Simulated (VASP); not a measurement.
Wanted: the native input for a VASP 6.6.1 run.

```
Task                   : single point
Functional             : r2SCAN
Potentials or basis    : VASP PAW PBE potentials, release 64 (Ta_pv, N)
Cutoff                 : 520 eV
k mesh                 : 12 × 12 × 12
Occupations            : gaussian, width 0.1 eV
Spin                   : no spin polarisation
Dipole correction      : no
Further INCAR settings : ALGO = Normal; EDIFF = 1e-07; NBANDS = 33
```

Crystal: TaN.

```xyz
6
Lattice="5.2393 0.0000 0.0000 -2.6196 4.5374 0.0000 0.0000 0.0000 2.9048" Properties=species:S:1:pos:R:3 pbc="T T T"
Ta    0.0000    0.0000    0.0000
Ta    0.0000    3.0249    1.4524
Ta    2.6196    1.5125    1.4524
N     2.6196    0.0000    0.0000
N     1.3098    2.2687    0.0000
N    -1.3098    2.2687    0.0000
```

These files were run (other wordings do the same):

POSCAR

```
TaN
1.0
    5.2392842517      0.0000000000      0.0000000000
   -2.6196421259      4.5373532597      0.0000000000
    0.0000000000      0.0000000000      2.9047770792
Ta N
3 3
Direct
    0.0000000000      0.0000000000      0.0000000000
    0.3333333333      0.6666666667      0.5000000000
    0.6666666667      0.3333333333      0.5000000000
    0.5000000000      0.0000000000      0.0000000000
    0.5000000000      0.5000000000      0.0000000000
    0.0000000000      0.5000000000      0.0000000000
```

INCAR.step1

```
ALGO = Normal
EDIFF = 1E-4
ENCUT = 520
GGA = PE
ISMEAR = 0
LASPH = T
LCHARG = F
LREAL = F
LWAVE = T
NBANDS = 33
NELM = 100
PREC = Accurate
SIGMA = 0.1
```

INCAR.step2

```
ALGO = Normal
EDIFF = 1E-7
ENCUT = 520
ISIF = 2
ISMEAR = 0
ISTART = 1
LASPH = T
LCHARG = F
LMIXTAU = T
LREAL = F
LWAVE = F
METAGGA = R2SCAN
NBANDS = 33
NELM = 100
PREC = Accurate
SIGMA = 0.1
```

KPOINTS

```
k-points
0
Gamma
  12 12 12
```

Potentials or basis: VASP PAW PBE potentials, release 64 (Ta_pv, N).

Run with:

```sh
$ cat potpaw_PBE.64/Ta_pv/POTCAR potpaw_PBE.64/N/POTCAR > POTCAR
$ cp INCAR.step1 INCAR
$ mpirun -np 1 vasp_std > vasp.out
$ cp INCAR.step2 INCAR
$ mpirun -np 1 vasp_std > vasp.out
```

It gave:

```yaml
Pressure: 1.7 GPa
Band_gap_on_the_k_mesh: zero (bands 24 and 25 overlap by 2.22 eV)
```

Caveat: the PAW data sets were made with another functional, which shifts forces and pressure a little; spin-orbit coupling is left out, which moves the levels of the heavy elements.

Wall time 7.1 min on 1 thread of Intel(R) Xeon(R) 6975P-C (Granite Rapids), on a shared host, peak memory 0.37 GiB.
